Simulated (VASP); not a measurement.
A run of VASP 6.6.1 is set up as follows.

The input INCAR:

```
SYSTEM = MnGa3
PREC = Accurate
ENCUT = 520
EDIFF = 1E-6
ISMEAR = 0
SIGMA = 0.1
LREAL = .FALSE.
LASPH = .TRUE.
NELM = 80
ALGO = Fast
ISIF = 2
LWAVE = .FALSE.
LCHARG = .FALSE.
GGA = PE
NBANDS = 34
```

KPOINTS

```
regular mesh
0
G
  12 12 12
  0 0 0
```

POSCAR

```
MnGa3
1.0
    0.0000000000      3.2028232900      3.2028232900
    3.2028232900      0.0000000000      3.2028232900
    3.2028232900      3.2028232900      0.0000000000
Ga Mn
3 1
Direct
    0.2500000000      0.2500000000      0.2500000000
    0.7500000000      0.7500000000      0.7500000000
    0.5000000000      0.5000000000      0.5000000000
    0.0000000000      0.0000000000      0.0000000000
```

Potentials or basis: VASP PAW PBE potentials, release 64 (Ga_d, Mn_pv).

The run is started by

```sh
$ cat potpaw_PBE.64/Ga_d/POTCAR potpaw_PBE.64/Mn_pv/POTCAR > POTCAR
$ mpirun -np 1 vasp_std > vasp.out
```

**Question.** What does it give for the pressure?

**Answer.** -6.6 GPa.

**Question.** What does it give for the band gap on the k mesh?

**Answer.** Zero (bands 26 and 27 overlap by 0.72 eV).

Caveat: the cell stands under tension; the run has no spin polarisation, though such a crystal can be magnetic. Spin polarisation is off, so any magnetic state and its effect on volume and gap are missing.
